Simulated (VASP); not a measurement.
The system is Si.

```
Si
1.0
    -1.60493    1.60493    1.30249
     1.60493   -1.60493    1.30249
     1.60493    1.60493   -1.30249
Si
1
Direct
  0.00000 0.00000 0.00000
```

Base run:

| Item | Value |
| --- | --- |
| Program | VASP 6.6.1 |
| Functional | PBEsol |
| Potentials or basis | VASP PAW PBE potentials, release 64 (Si) |
| Cutoff | 520 eV |
| k mesh | 13 × 13 × 13 |
| Occupations | fermi-dirac, width 0.05 eV |
| Spin | no spin polarisation |

Its results: band gap on the k mesh zero (band 2 reaches 21.19 eV, above the bottom of band 3 at 7.36 eV); pressure 5.7 GPa.

**Question.** The run is repeated on the same cell with these changes: functional from PBEsol to r2SCAN. What comes out?

**Answer.** Band gap on the k mesh zero (band 2 reaches 21.91 eV, above the bottom of band 3 at 7.17 eV); pressure 4.2 GPa.

Caveats: the PAW data sets were made with another functional, which shifts forces and pressure a little.
